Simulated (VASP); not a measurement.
# Li (Cmcm) in VASP: a series of runs

Runs on Li. Level: PBE+D3(BJ). Tasks: single point.

Everything below comes from runs of VASP 6.6.1. Logs are shortened: lines on timing, memory, paths and dates and some standing lists are left out, and cuts for length are marked.

## 1. The cell of the first run

The structure is orthorhombic, space group Cmcm (No. 63). The conventional cell has a = 4.107 Å, b = 4.107 Å, c = 4.107 Å, α = 90.00°, β = 90.00°, γ = 90.00°. Li (site symmetry m2m) has 10 Li at 2.48 to 2.98 Å within 3.3 Å.

## 2. Single point, PBE+D3(BJ)

File INCAR:

```
  PREC = Accurate
  ENCUT = 520
  EDIFF = 1E-6
  ISMEAR = 0
  SIGMA = 0.15
  LREAL = F
  LASPH = T
  NELM = 100
  ALGO = Normal
  ISIF = 2
  LWAVE = F
  LCHARG = F
  GGA = PE
  IVDW = 12
  NBANDS = 10
```

File KPOINTS:

```
regular mesh
0
Gamma
  16 16 12
```

File POSCAR:

```
Li
1.0
    0.0000000000     -2.0537284226     -2.0537284226
    0.0000000000      2.0537284226     -2.0537284226
    4.1074568452      0.0000000000      0.0000000000
Li
2
Direct
    0.5813939166      0.4186060834      0.5000000000
   -0.0813939166      0.0813939166      0.0000000000
```

Potentials or basis: VASP PAW PBE potentials, release 64 (Li_sv).

Command:

```console
cat potpaw_PBE.64/Li_sv/POTCAR > POTCAR
mpirun -np 1 vasp_std > vasp.out
```

OUTCAR:

```text
PREC = Accurate
   ENCUT = 520
   EDIFF = 1E-6
   ISMEAR = 0
   LREAL = F
   LASPH = T
   NELM = 100
   ISIF = 2
   GGA = PE
   IVDW = 12
 IVDW          = 12

 ion  position               nearest neighbor table
   1  0.581  0.419  0.500-   2 2.48   2 2.48
   2  0.919  0.081  0.000-   1 2.48   1 2.48

  LATTYP: Found a simple tetragonal cell.
 ALAT       =     2.9044105887
 C/A-ratio  =     1.4142135624

  Lattice vectors:

 A1 = (   0.0000000000,  -2.0537284226,  -2.0537284226)
 A2 = (   0.0000000000,   2.0537284226,  -2.0537284226)
 A3 = (   4.1074568452,   0.0000000000,   0.0000000000)

Analysis of symmetry for initial positions (statically):
=====================================================================
 Subroutine PRICEL returns:
 Original cell was already a primitive cell.

 Routine SETGRP: Setting up the symmetry group for a
 simple tetragonal supercell.

 Subroutine GETGRP returns: Found  8 space group operations
 (whereof  4 operations were pure point group operations)
 out of a pool of 16 trial point group operations.

The static configuration has the point symmetry C_2v.
 The point group associated with its full space group is D_2h.

Analysis of symmetry for dynamics (positions and initial velocities):
=====================================================================
 Subroutine PRICEL returns:
 Original cell was already a primitive cell.

 Routine SETGRP: Setting up the symmetry group for a
 simple tetragonal supercell.

 Subroutine GETGRP returns: Found  8 space group operations
 (whereof  4 operations were pure point group operations)
 out of a pool of 16 trial point group operations.

The dynamic configuration has the point symmetry C_2v.
 The point group associated with its full space group is D_2h.

 Subroutine INISYM returns: Found  8 space group operations
 (whereof  4 operations are pure point group operations),
 and found     1 'primitive' translations

----------------------------------------------------------------------------------------

                                     Primitive cell

  volume of cell :      34.6489

  direct lattice vectors                    reciprocal lattice vectors
     0.000000000 -2.053728423 -2.053728423     0.000000000 -0.243459649 -0.243459649
     0.000000000  2.053728423 -2.053728423     0.000000000  0.243459649 -0.243459649
     4.107456845  0.000000000  0.000000000     0.243459649  0.000000000  0.000000000

  length of vectors
     2.904410589  2.904410589  4.107456845     0.344303937  0.344303937  0.243459649

  position of ions in fractional coordinates (direct lattice)
     0.581393917  0.418606083  0.500000000
     0.918606083  0.081393917  0.000000000

  ion indices of the primitive-cell ions
   primitive index   ion index
                 1           1
                 2           2

----------------------------------------------------------------------------------------

 KPOINTS: regular mesh

Automatic generation of k-mesh.
 Grid dimensions read from file:
 generate k-points for:   16   16   12

 Generating k-lattice:

  Cartesian coordinates                     Fractional coordinates (reciprocal lattice)
     0.000000000 -0.015216228 -0.015216228     0.062500000  0.000000000  0.000000000
     0.000000000  0.015216228 -0.015216228     0.000000000  0.062500000  0.000000000
     0.020288304  0.000000000  0.000000000     0.000000000  0.000000000  0.083333333

  Length of vectors
     0.021518996  0.021518996  0.020288304

  Shift w.r.t. Gamma in fractional coordinates (k-lattice)
     0.000000000  0.000000000  0.000000000

 Subroutine IBZKPT returns following result:
 ===========================================

 Found    511 irreducible k-points:

 Following reciprocal coordinates:
            Coordinates               Weight
  0.000000  0.000000  0.000000      1.000000
  0.062500  0.000000  0.000000      4.000000
  0.125000  0.000000  0.000000      4.000000
  0.187500  0.000000  0.000000      4.000000
  0.250000  0.000000  0.000000      4.000000
  0.312500  0.000000  0.000000      4.000000
[... 16 lines left out ...]
 -0.062500  0.437500  0.000000      4.000000
  0.500000  0.062500  0.000000      4.000000
 [... further k-points ...]
   k-points           NKPTS =    511   k-points in BZ     NKDIM =    511   number of bands    NBANDS=     10
   number of dos      NEDOS =    301   number of ions     NIONS =      2
   total plane-waves  NPLWV =  18432
   dimension x,y,z NGX =    24 NGY =   24 NGZ =   32
   dimension x,y,z NGXF=    48 NGYF=   48 NGZF=   64
   ions per type =               2
   NGX,Y,Z   is equivalent  to a cutoff of  13.74, 13.74, 12.95 a.u.
   NGXF,Y,Z  is equivalent  to a cutoff of  27.47, 27.47, 25.90 a.u.
 SYSTEM =  unknown system
   PREC   = accura    normal or accurate (medium, high low for compatibility)
   ISTART =      0    job   : 0-new  1-cont  2-samecut
   ICHARG =      2    charge: 1-file 2-atom 10-const
   ISPIN  =      1    spin polarized calculation?
   LNONCOLLINEAR =      F non collinear calculations
   LSORBIT =      F    spin-orbit coupling
   LASPH  =      T    aspherical Exc in radial PAW
   ENCUT  =  520.0 eV  38.22 Ry    6.18 a.u.   5.40  5.40  7.64*2*pi/ulx,y,z
   NELM   =    100;   NELMIN=  2; NELMDL= -5     # of ELM steps
   EDIFF  = 0.1E-05   stopping-criterion for ELM
   LREAL  =      F    real-space projection
   EDIFFG = 0.1E-04   stopping-criterion for IOM
   NSW    =      0    number of steps for IOM
   IBRION =     -1    ionic relax: 0-MD 1-quasi-New 2-CG
   NFREE  =      0    steps in history (QN), initial steepest desc. (CG)
   ISIF   =      2    stress and relaxation
   ISYM   =      2    0-nonsym 1-usesym 2-fastsym
   POTIM  = 0.5000    time-step for ionic-motion
   TEBEG  =    0.0;   TEEND  =   0.0 temperature during run
   PSTRESS=    0.0 pullay stress
   NELECT =       6.0000    total number of electrons
   NUPDOWN=      -1.0000    fix difference up-down
   EMIN   =  10.00;   EMAX   =-10.00  energy-range for DOS
   EFERMI =   0.00;   METHOD = LEGACY
   ISMEAR =     0;   SIGMA  =   0.15  broadening in eV -4-tet -1-fermi 0-gaus
   EFERMI_NEDOS =   21; number of points for ismear=-14 and -15
   IALGO  =     38    algorithm
   IMIX   =      4    mixing-type and parameters
     AMIX     =   0.40;   BMIX     =  1.00
     AMIX_MAG =   1.60;   BMIX_MAG =  1.00
  volume/ion in A,a.u.               =      17.32       116.91
  Fermi-wavevector in a.u.,A,eV,Ry     =   0.912492  1.724359 11.328769  0.832641
  Thomas-Fermi vector in A             =   2.036894
   LORBIT       =      0    0 simple, 1 ext, 2 COOP (PROOUT), +10 PAW based schemes
   GGA     = PE    functional components
   LHFCALC =     F    Hartree Fock is set to
   AEXX    =    0.0000 exact exchange contribution
   IVDW    =    12    specifies the selected vdW correction
   LEPSILON=     F    determine dielectric tensor
   LRPA    =     F    only Hartree local field effects (RPA)
 non-spin polarized calculation
 Gauss-broadening in eV      SIGMA  =   0.15
  energy-cutoff  :      520.00
  volume of cell :       34.65
 maximum number of plane-waves:       960
 NGX is ok and might be reduce to    24
   NGX = 11   NGY = 11   NGZ = 15

 number of electron       5.9999992 magnetization

 Free energy of the ion-electron system (eV)
  ---------------------------------------------------
  ext. energy  EPLUGINS =         0.00000000
  ---------------------------------------------------
  free energy    TOTEN  =        -3.58233186 eV

  energy without entropy =       -3.57264184  energy(sigma->0) =       -3.57748685

 E-fermi :   1.1562     XC(G=0):  -7.4361

 val. band max:        1.1554259563   @ k =   0.1250   0.0625   0.2500
 cond. band min:       1.1575078677   @ k =   0.5000   0.0625   0.5000
 fundamental gap:      0.0020819114
 Fermi energy:         1.1561584810

 k-point     1 :       0.0000    0.0000    0.0000
  band No.  band energies     occupation
      1     -45.3741      2.00000
      2     -45.3019      2.00000
      3      -2.6357      2.00000
      4       2.6052      0.00000
      5       6.4593      0.00000
      6      10.8613      0.00000
      7      11.0446      0.00000
      8      11.9150      0.00000
      9      14.1055      0.00000
     10      17.6763      0.00000

 k-point     2 :       0.0625    0.0000    0.0000
  band No.  band energies     occupation
      1     -45.3734      2.00000
      2     -45.3019      2.00000
      3      -2.5875      2.00000
      4       2.6722      0.00000
      5       6.4140      0.00000
      6       9.9521      0.00000
      7      11.0210      0.00000
      8      12.8339      0.00000
      9      14.2123      0.00000
     10      17.1099      0.00000

 k-point     3 :       0.1250    0.0000    0.0000
  band No.  band energies     occupation
      1     -45.3712      2.00000
      2     -45.3016      2.00000
      3      -2.4420      2.00000
      4       2.8728      0.00000
      5       6.1853      0.00000
      6       8.8690      0.00000
      7      11.1769      0.00000
      8      13.4969      0.00000
      9      14.5873      0.00000
     10      15.7410      0.00000

 k-point     4 :       0.1875    0.0000    0.0000
  band No.  band energies     occupation
      1     -45.3680      2.00000
      2     -45.3014      2.00000
      3      -2.1997      2.00000
      4       3.2055      0.00000
      5       5.5546      0.00000
      6       8.3133      0.00000
      7      11.4239      0.00000
      8      13.5356      0.00000
      9      14.1406      0.00000
     10      14.7657      0.00000
[... 222 lines left out ...]
 k-point    22 :       0.4375    0.0625    0.0000
  band No.  band energies     occupation
      1     -45.3533      2.00000
      2     -45.3006      2.00000
      3      -0.2834      2.00000
      4       1.6999      0.00000
      5       5.7251      0.00000
      6       8.6853      0.00000
      7       9.1831      0.00000
      8      10.5831      0.00000
      9      13.8331      0.00000
     10      14.8781      0.00000

 k-point    23 :      -0.0625    0.4375    0.0000
  band No.  band energies     occupation
      1     -45.3532      2.00000
      2     -45.3006      2.00000
      3      -0.2746      2.00000
      4       1.6842      0.00000
      5       5.7284      0.00000
      6       8.6772      0.00000
      7       8.9631      0.00000
      8      11.2221      0.00000
      9      13.3999      0.00000
     10      14.5144      0.00000

 k-point    24 :       0.5000    0.0625    0.0000
  band No.  band energies     occupation
      1     -45.3524      2.00000
      2     -45.3006      2.00000
      3       0.0934      2.00000
      4       1.2176      0.56266
      5       6.1413      0.00000
      6       8.1349      0.00000
      7       9.2300      0.00000
      8      10.7408      0.00000
      9      13.9442      0.00000
     10      14.3537      0.00000

 [... further k-points ...]

------------------------ aborting loop because EDIFF is reached ----------------------------------------

 Edisp (eV)   -0.39804

 E8    (eV) :    -0.1661

  FORCE on cell =-STRESS in cart. coord.  units (eV):
  Direction    XX          YY          ZZ          XY          YZ          ZX
  --------------------------------------------------------------------------------------
  -------------------------------------------------------------------------------------
  Total       1.02114    -0.06282    -0.31313     0.00000     0.00000     0.00000
  in kB      47.21795    -2.90469   -14.47918     0.00000     0.00000     0.00000
  external pressure =        9.94 kB  Pullay stress =        0.00 kB

 VOLUME and BASIS-vectors are now :
 -----------------------------------------------------------------------------
  energy-cutoff  :      520.00
  volume of cell :       34.65
      direct lattice vectors                 reciprocal lattice vectors
     0.000000000 -2.053728423 -2.053728423     0.000000000 -0.243459649 -0.243459649
     0.000000000  2.053728423 -2.053728423     0.000000000  0.243459649 -0.243459649
     4.107456845  0.000000000  0.000000000     0.243459649  0.000000000  0.000000000

 POSITION                                       TOTAL-FORCE (eV/Angst)
 -----------------------------------------------------------------------------------
      2.05373     -0.33432     -2.05373         0.000000      0.537811      0.000000
      0.00000     -1.71941     -2.05373         0.000000     -0.537811      0.000000
 -----------------------------------------------------------------------------------
    total drift:                               -0.000000     -0.000000      0.000000

  FREE ENERGIE OF THE ION-ELECTRON SYSTEM (eV)
  ---------------------------------------------------
  free  energy   TOTEN  =        -3.9803735899 eV

  energy  without entropy=       -3.9706835649  energy(sigma->0) =       -3.97552858
```

Wall time 50 s (1 thread of Intel Xeon Platinum 8375C at 2.90GHz (Ice Lake), shared host); peak memory 0.25 GiB.

What came out:

| Item | Value |
| --- | --- |
| Free energy | -3.9804 eV |
| Largest force | 0.538 eV/Å |
| Band gap on the k mesh | zero (band 3 reaches 4.39 eV, above the bottom of band 4 at -1.05 eV) |
| Dispersion energy per atom | -0.199 eV |

Forces in eV/Å, atoms in the order of the input:
```
Li   0.000  0.538  0.000
Li   0.000 -0.538  0.000
```

Caveat: the cutoff is under 1.25 times the usual one of these potentials, so pressure, stress and relaxed cells hold a basis-set (Pulay) error; pairwise dispersion overbinds metals, which lowers pressure and volume.

## 3. Single point, PBE+D3(BJ)

This run uses another cell than the first one, of 16.89 Å³/atom, 0.975 times its volume.

File INCAR:

```
SYSTEM = Li
PREC     = Accurate       ! precision mode
ENCUT    = 520            ! plane-wave cutoff, eV
EDIFF    = 1E-6           ! SCF threshold, eV
ISMEAR   = 0              ! smearing method
SIGMA    = 0.15           ! smearing width, eV
LREAL    = .FALSE.        ! projectors in reciprocal space
LASPH    = .TRUE.         ! aspherical terms in the spheres
NELM     = 100            ! most SCF steps
ALGO     = Normal         ! electronic algorithm
ISIF     = 2              ! what is computed and relaxed
LWAVE    = .FALSE.        ! write WAVECAR
LCHARG   = .FALSE.        ! write CHGCAR
GGA      = PE             ! functional
IVDW     = 12             ! dispersion correction
NBANDS   = 10             ! bands
```

File KPOINTS:

```
regular mesh
0
G
  16 16 12
  0 0 0
```

File POSCAR:

```
Li
1.0
    0.0000000000     -2.0363929747     -2.0363929747
    0.0000000000      2.0363929747     -2.0363929747
    4.0727859494      0.0000000000      0.0000000000
Li
2
Direct
    0.5610454375      0.4389545625      0.5000000000
   -0.0610454375      0.0610454375      0.0000000000
```

Potentials or basis: VASP PAW PBE potentials, release 64 (Li_sv).

Command:

```console
cat potpaw_PBE.64/Li_sv/POTCAR > POTCAR
mpirun -np 1 vasp_std > vasp.out
```

It took 48 s on 1 thread of Intel Xeon Platinum 8375C at 2.90GHz (Ice Lake), shared host; peak memory 0.25 GiB.

Results (log left out):

```yaml
Free_energy: -4.0534 eV
Largest_force: 0.426 eV/Å
Band_gap_on_the_k_mesh: zero (band 3 reaches 4.67 eV, above the bottom of band 4 at -0.99 eV)
Dispersion_energy_per_atom: -0.204 eV
```

Forces on the atoms (eV/Å):
```
Li   0.000  0.426  0.000
Li   0.000 -0.426  0.000
```

Levels at points of the mesh, in eV from the Fermi level:
| k point | band 1 | band 2 | band 3 | band 4 | band 5 | band 6 | band 7 |
| --- | --- | --- | --- | --- | --- | --- | --- |
| (0.00, 0.00, 0.00) | -46.38 | -46.32 | -3.80 | 1.55 | 5.40 | 9.72 | 9.82 |
| (0.50, 0.00, 0.00) | -46.36 | -46.32 | -1.01 | -0.12 | 5.30 | 6.81 | 8.62 |
| (0.50, 0.50, 0.00) | -46.34 | -46.32 | 1.62 | 1.96 | 4.44 | 5.41 | 8.72 |
| (0.00, 0.00, 0.50) | -46.35 | -46.35 | -2.21 | -2.21 | 11.27 | 11.27 | 11.64 |
| (0.50, 0.00, 0.50) | -46.34 | -46.34 | -0.09 | -0.09 | 3.40 | 3.40 | 14.12 |
| (0.50, 0.50, 0.50) | -46.33 | -46.33 | 3.45 | 3.45 | 3.84 | 3.84 | 5.40 |

Caveat: the cutoff is under 1.25 times the usual one of these potentials, so pressure, stress and relaxed cells hold a basis-set (Pulay) error; pairwise dispersion overbinds metals, which lowers pressure and volume.
